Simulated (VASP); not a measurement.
# PbS (Fm-3m) in VASP: notebook, part 2 of 2

VASP 6.6.1.

**4. Single point, PBE (strain +0.015 along x and y, +0.015 along z)**

The input, INCAR:

```
SYSTEM = PbS
ALGO     = Normal         ! electronic algorithm
EDIFF    = 1E-7           ! SCF threshold, eV
ENCUT    = 520            ! plane-wave cutoff, eV
GGA      = PE             ! functional
ISIF     = 2              ! what is computed and relaxed
ISMEAR   = 0              ! smearing method
LASPH    = .True.         ! aspherical terms in the spheres
LCHARG   = .True.         ! write CHGCAR
LELF     = .True.         ! ELF
LREAL    = .False.        ! projectors in reciprocal space
LVHAR    = .True.       
LWAVE    = .False.        ! write WAVECAR
NBANDS   = 17             ! bands
NELM     = 80             ! most SCF steps
PREC     = Accurate       ! precision mode
SIGMA    = 0.03           ! smearing width, eV
```

The input, KPOINTS:

```
k-points
0
Gamma
  10 10 10
  0 0 0
```

The input, POSCAR:

```
PbS
1.0
    0.0000000000      3.0094750000      3.0094750000
    3.0094750000      0.0000000000      3.0094750000
    3.0094750000      3.0094750000      0.0000000000
Pb S
1 1
Direct
    0.0000000000      0.0000000000      0.0000000000
    0.5000000000      0.5000000000      0.5000000000
```

Potentials or basis: VASP PAW PBE potentials, release 64 (Pb_d, S).

Launch:

```bash
> cat potpaw_PBE.64/Pb_d/POTCAR potpaw_PBE.64/S/POTCAR > POTCAR
> mpirun -np 1 vasp_std > vasp.out
```

OUTCAR:

```text
SYSTEM = PbS
   EDIFF = 1E-7
   ENCUT = 520
   GGA = PE
   ISIF = 2
   ISMEAR = 0
   LASPH = .True.
   LREAL = .False.
   NELM = 80
   PREC = Accurate

 ion  position               nearest neighbor table
   1  0.000  0.000  0.000-   2 3.01   2 3.01   2 3.01   2 3.01   2 3.01   2 3.01
   2  0.500  0.500  0.500-   1 3.01   1 3.01   1 3.01   1 3.01   1 3.01   1 3.01

  LATTYP: Found a face centered cubic cell.
 ALAT       =     6.0189500000

  Lattice vectors:

 A1 = (   0.0000000000,   3.0094750000,   3.0094750000)
 A2 = (   3.0094750000,   0.0000000000,   3.0094750000)
 A3 = (   3.0094750000,   3.0094750000,   0.0000000000)

Analysis of symmetry for initial positions (statically):
=====================================================================
 Subroutine PRICEL returns:
 Original cell was already a primitive cell.

 Routine SETGRP: Setting up the symmetry group for a
 face centered cubic supercell.

 Subroutine GETGRP returns: Found 48 space group operations
 (whereof 48 operations were pure point group operations)
 out of a pool of 48 trial point group operations.

The static configuration has the point symmetry O_h .

Analysis of symmetry for dynamics (positions and initial velocities):
=====================================================================
 Subroutine PRICEL returns:
 Original cell was already a primitive cell.

 Routine SETGRP: Setting up the symmetry group for a
 face centered cubic supercell.

 Subroutine GETGRP returns: Found 48 space group operations
 (whereof 48 operations were pure point group operations)
 out of a pool of 48 trial point group operations.

The dynamic configuration has the point symmetry O_h .

 Subroutine INISYM returns: Found 48 space group operations
 (whereof 48 operations are pure point group operations),
 and found     1 'primitive' translations

----------------------------------------------------------------------------------------

                                     Primitive cell

  volume of cell :      54.5133

  direct lattice vectors                    reciprocal lattice vectors
     0.000000000  3.009475000  3.009475000    -0.166141935  0.166141935  0.166141935
     3.009475000  0.000000000  3.009475000     0.166141935 -0.166141935  0.166141935
     3.009475000  3.009475000  0.000000000     0.166141935  0.166141935 -0.166141935

  length of vectors
     4.256040361  4.256040361  4.256040361     0.287766273  0.287766273  0.287766273

  position of ions in fractional coordinates (direct lattice)
     0.000000000  0.000000000  0.000000000
     0.500000000  0.500000000  0.500000000

  ion indices of the primitive-cell ions
   primitive index   ion index
                 1           1
                 2           2

----------------------------------------------------------------------------------------

 KPOINTS: k-points

Automatic generation of k-mesh.
 Grid dimensions read from file:
 generate k-points for:   10   10   10

 Generating k-lattice:

  Cartesian coordinates                     Fractional coordinates (reciprocal lattice)
    -0.016614194  0.016614194  0.016614194     0.100000000  0.000000000  0.000000000
     0.016614194 -0.016614194  0.016614194     0.000000000  0.100000000  0.000000000
     0.016614194  0.016614194 -0.016614194     0.000000000  0.000000000  0.100000000

  Length of vectors
     0.028776627  0.028776627  0.028776627

  Shift w.r.t. Gamma in fractional coordinates (k-lattice)
     0.000000000  0.000000000  0.000000000

 Subroutine IBZKPT returns following result:
 ===========================================

 Found     47 irreducible k-points:

 Following reciprocal coordinates:
            Coordinates               Weight
  0.000000  0.000000  0.000000      1.000000
  0.100000  0.000000  0.000000      8.000000
  0.200000  0.000000  0.000000      8.000000
  0.300000  0.000000  0.000000      8.000000
  0.400000  0.000000  0.000000      8.000000
  0.500000  0.000000  0.000000      4.000000
[... 16 lines left out ...]
  0.300000  0.300000  0.000000      6.000000
  0.400000  0.300000  0.000000     24.000000
 [... further k-points ...]
   k-points           NKPTS =     47   k-points in BZ     NKDIM =     47   number of bands    NBANDS=     17
   number of dos      NEDOS =    301   number of ions     NIONS =      2
   total plane-waves  NPLWV =  32768
   dimension x,y,z NGX =    32 NGY =   32 NGZ =   32
   dimension x,y,z NGXF=    64 NGYF=   64 NGZF=   64
   ions per type =               1   1
   NGX,Y,Z   is equivalent  to a cutoff of  12.50, 12.50, 12.50 a.u.
   NGXF,Y,Z  is equivalent  to a cutoff of  25.00, 25.00, 25.00 a.u.
 SYSTEM =  PbS
   PREC   = accura    normal or accurate (medium, high low for compatibility)
   ISTART =      0    job   : 0-new  1-cont  2-samecut
   ICHARG =      2    charge: 1-file 2-atom 10-const
   ISPIN  =      1    spin polarized calculation?
   LNONCOLLINEAR =      F non collinear calculations
   LSORBIT =      F    spin-orbit coupling
   LASPH  =      T    aspherical Exc in radial PAW
   ENCUT  =  520.0 eV  38.22 Ry    6.18 a.u.   7.91  7.91  7.91*2*pi/ulx,y,z
   NELM   =     80;   NELMIN=  2; NELMDL= -5     # of ELM steps
   EDIFF  = 0.1E-06   stopping-criterion for ELM
   LREAL  =      F    real-space projection
   EDIFFG = 0.1E-05   stopping-criterion for IOM
   NSW    =      0    number of steps for IOM
   IBRION =     -1    ionic relax: 0-MD 1-quasi-New 2-CG
   NFREE  =      0    steps in history (QN), initial steepest desc. (CG)
   ISIF   =      2    stress and relaxation
   ISYM   =      2    0-nonsym 1-usesym 2-fastsym
   POTIM  = 0.5000    time-step for ionic-motion
   TEBEG  =    0.0;   TEEND  =   0.0 temperature during run
   PSTRESS=    0.0 pullay stress
   NELECT =      20.0000    total number of electrons
   NUPDOWN=      -1.0000    fix difference up-down
   EMIN   =  10.00;   EMAX   =-10.00  energy-range for DOS
   EFERMI =   0.00;   METHOD = LEGACY
   ISMEAR =     0;   SIGMA  =   0.03  broadening in eV -4-tet -1-fermi 0-gaus
   EFERMI_NEDOS =   21; number of points for ismear=-14 and -15
   IALGO  =     38    algorithm
   IMIX   =      4    mixing-type and parameters
     AMIX     =   0.40;   BMIX     =  1.00
     AMIX_MAG =   1.60;   BMIX_MAG =  1.00
  volume/ion in A,a.u.               =      27.26       183.94
  Fermi-wavevector in a.u.,A,eV,Ry     =   1.171973  2.214707 18.687868  1.373520
  Thomas-Fermi vector in A             =   2.308408
   LORBIT       =      0    0 simple, 1 ext, 2 COOP (PROOUT), +10 PAW based schemes
   GGA     = PE    functional components
   LHFCALC =     F    Hartree Fock is set to
   AEXX    =    0.0000 exact exchange contribution
   IVDW    =     0    specifies the selected vdW correction
   LEPSILON=     F    determine dielectric tensor
   LRPA    =     F    only Hartree local field effects (RPA)
 non-spin polarized calculation
 Gauss-broadening in eV      SIGMA  =   0.03
  energy-cutoff  :      520.00
  volume of cell :       54.51
 maximum number of plane-waves:      1479
   NGX = 15   NGY = 15   NGZ = 15

 number of electron      20.0000004 magnetization

 Free energy of the ion-electron system (eV)
  ---------------------------------------------------
  ext. energy  EPLUGINS =         0.00000000
  ---------------------------------------------------
  free energy    TOTEN  =        -8.76929149 eV

  energy without entropy =       -8.76929149  energy(sigma->0) =       -8.76929149

 E-fermi :   5.3600     XC(G=0):  -9.4772

 val. band max:        5.2137929588   @ k =   0.5000   0.0000   0.0000
 cond. band min:       5.7290210125   @ k =   0.5000   0.0000   0.0000
 fundamental gap:      0.5152280537
 Fermi energy:         5.3599925273

 k-point     1 :       0.0000    0.0000    0.0000
  band No.  band energies     occupation
      1     -11.5030      2.00000
      2     -11.5030      2.00000
      3     -11.5030      2.00000
      4     -11.4856      2.00000
      5     -11.4856      2.00000
      6      -7.9538      2.00000
[... 9 lines left out ...]
     16      12.0967      0.00000
     17      14.0375      0.00000
[... 441 lines left out ...]
 k-point    24 :       0.4000    0.3000    0.0000
  band No.  band energies     occupation
      1     -11.5684      2.00000
      2     -11.5166      2.00000
      3     -11.4743      2.00000
      4     -11.4646      2.00000
      5     -11.4598      2.00000
      6      -6.8226      2.00000
[... 9 lines left out ...]
     16      16.1643      0.00000
     17      16.8518      0.00000

 [... further k-points ...]

------------------------ aborting loop because EDIFF is reached ----------------------------------------

  FORCE on cell =-STRESS in cart. coord.  units (eV):
  Direction    XX          YY          ZZ          XY          YZ          ZX
  --------------------------------------------------------------------------------------
  -------------------------------------------------------------------------------------
  Total       -0.1121381     -0.1121381     -0.1121381     -0.0000000      0.0000000      0.0000000
  in kB       -3.2958050     -3.2958050     -3.2958050     -0.0000000      0.0000000      0.0000000
  external PRESSURE =      -3.2958050 kB  Pullay stress =       0.0000000 kB

 VOLUME and BASIS-vectors are now :
 -----------------------------------------------------------------------------
  energy-cutoff  :      520.00
  volume of cell :       54.51
      direct lattice vectors                 reciprocal lattice vectors
     0.000000000  3.009475000  3.009475000    -0.166141935  0.166141935  0.166141935
     3.009475000  0.000000000  3.009475000     0.166141935 -0.166141935  0.166141935
     3.009475000  3.009475000  0.000000000     0.166141935  0.166141935 -0.166141935

 POSITION                                       TOTAL-FORCE (eV/Angst)
 -----------------------------------------------------------------------------------
      0.00000      0.00000      0.00000        -0.000000     -0.000000      0.000000
      3.00948      3.00948      3.00948         0.000000      0.000000     -0.000000
 -----------------------------------------------------------------------------------
    total drift:                                0.000000     -0.000000     -0.000000

  FREE ENERGIE OF THE ION-ELECTRON SYSTEM (eV)
  ---------------------------------------------------
  free  energy   TOTEN  =        -8.7692914928 eV

  energy  without entropy=       -8.7692914928  energy(sigma->0) =       -8.76929149
```

It took 32 s on 1 thread of Intel Xeon 8259CL, shared host; peak memory 0.2 GiB.

Results:

- Free energy: -8.7693 eV
- Pressure: -0.3 GPa
- Band gap on the k mesh: 0.52 eV

Levels at points of the mesh, in eV from the valence-band top:
| k point | band 7 | band 8 | band 9 | band 10 | band 11 | band 12 | band 13 | band 14 |
| --- | --- | --- | --- | --- | --- | --- | --- | --- |
| (0.00, 0.00, 0.00) | -6.07 | -1.92 | -1.92 | -1.92 | 5.12 | 5.12 | 5.12 | 6.88 |
| (0.50, 0.00, 0.00) | -8.56 | -1.56 | -1.56 | 0.00 | 0.52 | 2.10 | 2.10 | 8.65 |
| (0.50, 0.50, 0.00) | -7.10 | -4.78 | -3.12 | -3.12 | 4.10 | 5.47 | 5.56 | 5.56 |

Caveat: the cell differs from its parent crystal (strain +0.015 along x and y, +0.015 along z); spin-orbit coupling is left out, which moves the levels of the heavy elements.

**5. Overview**

| cell | gap on the mesh (eV) | pressure (GPa) |
| --- | --- | --- |
| a = 4.067 Å, angles 60.0°, 2 atoms | 0.02 | 9.0 |
| a = 4.130 Å, angles 60.0°, 2 atoms | 0.18 | 5.3 |
| a = 4.256 Å, angles 60.0°, 2 atoms | 0.52 | -0.3 |

Alike in all rows: task single point; level PBE; potentials or basis VASP PAW PBE potentials, release 64 (Pb_d, S); no spin polarisation; k mesh 10 × 10 × 10; cutoff (eV) 520; smearing gaussian 0.03 eV.

Caveats: spin-orbit coupling is left out, which moves the levels of the heavy elements; the cell stands under pressure (at least some runs).

Absolute energies hang on the potentials; compare differences alone.
